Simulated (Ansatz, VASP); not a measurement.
**C in VASP and in Ansatz**

File INCAR:

```
SYSTEM = C
PREC     = Accurate       ! precision mode
ENCUT    = 520            ! plane-wave cutoff, eV
EDIFF    = 1E-6           ! SCF threshold, eV
ISMEAR   = 0              ! smearing method
SIGMA    = 0.05           ! smearing width, eV
LREAL    = Auto         
LASPH    = .TRUE.         ! aspherical terms in the spheres
NELM     = 60             ! most SCF steps
ALGO     = Normal         ! electronic algorithm
ISIF     = 2              ! what is computed and relaxed
LWAVE    = .FALSE.        ! write WAVECAR
LCHARG   = .FALSE.        ! write CHGCAR
GGA      = PE             ! functional
NBANDS   = 43             ! bands
```

KPOINTS

```
regular mesh
0
G
  6 6 6
  0 0 0
```

Contents of POSCAR:

```
C
1.0
    3.5715485858      0.0000000000     -3.5715485858
    0.0000000000      3.5715485858     -3.5715485858
    3.5715485858      3.5715485858      0.0000000000
C
15
Direct
    0.2500000000      0.2500000000      0.2500000000
    0.2500000000      0.7500000000      0.7500000000
    0.2500000000      0.7500000000      0.2500000000
    0.7500000000      0.2500000000      0.7500000000
    0.7500000000      0.2500000000      0.2500000000
    0.7500000000      0.7500000000      0.7500000000
    0.7500000000      0.7500000000      0.2500000000
    0.1250000000      0.1250000000      0.1250000000
    0.1250000000      0.1250000000      0.6250000000
    0.1250000000      0.6250000000      0.1250000000
    0.1962569881      0.5312500000      0.6362465060
    0.6250000000      0.1250000000      0.1250000000
    0.6250000000      0.1250000000      0.6250000000
    0.6250000000      0.6250000000      0.1250000000
    0.6250000000      0.6250000000      0.6250000000
```

Input for Ansatz:

```yaml
crystal:
  lattice:
    - [3.5715485858, 0.0, -3.5715485858]
    - [0.0, 3.5715485858, -3.5715485858]
    - [3.5715485858, 3.5715485858, 0.0]
  atoms:
    - { symbol: C, position: [0.25, 0.25, 0.25] }
    - { symbol: C, position: [0.25, 0.75, 0.75] }
    - { symbol: C, position: [0.25, 0.75, 0.25] }
    - { symbol: C, position: [0.75, 0.25, 0.75] }
    - { symbol: C, position: [0.75, 0.25, 0.25] }
    - { symbol: C, position: [0.75, 0.75, 0.75] }
    - { symbol: C, position: [0.75, 0.75, 0.25] }
    - { symbol: C, position: [0.125, 0.125, 0.125] }
    - { symbol: C, position: [0.125, 0.125, 0.625] }
    - { symbol: C, position: [0.125, 0.625, 0.125] }
    - { symbol: C, position: [0.1962569881, 0.53125, 0.636246506] }
    - { symbol: C, position: [0.625, 0.125, 0.125] }
    - { symbol: C, position: [0.625, 0.125, 0.625] }
    - { symbol: C, position: [0.625, 0.625, 0.125] }
    - { symbol: C, position: [0.625, 0.625, 0.625] }
basis:
  ecutwfc: 420
kpoints:
  mp_grid: { grid: [6, 6, 6] }
hamiltonian:
  xc: pbe
  pseudopotentials: { kind: paw, azcp: { folder: soft_1 } }
scf:
  occupations: { method: gaussian, width: 0.05 }
output:
  forces: true
  stress: true
  eigenvalues: true
```

Change from the starting cell: C vacancy; atom 11 moved 0.250 of the way to it and -0.175 Å across, host rigid.

Alike in both runs: task single point; functional PBE; k mesh 6 × 6 × 6; occupations gaussian, width 0.05 eV; no spin polarisation.

|  | VASP | Ansatz |
| --- | --- | --- |
| version | VASP 6.6.1 | Ansatz 0.2.0 |
| potentials or method | VASP PAW PBE potentials, release 64 (C), cutoff 520 eV | scalar-relativistic, plane waves, PAW |
| valence electrons in the cell | 60 | 60 |

|  | VASP | Ansatz | Ansatz less VASP |
| --- | --- | --- | --- |
| gap on the k mesh at the Fermi level (eV) | none | none | - |
| pressure (GPa) | -8.5 | -9.4 | -0.87 |
| traceless stress, the component that is largest in VASP (GPa) | 9.63 | 9.64 | +0.010 |
| rms of the force components (eV/Å) | 1.507 | 1.513 | +0.0059 |

Atom by atom the forces differ by 0.008 eV/Å (rms over components). A gap of «none» marks a metal or a gap that the smearing closes.
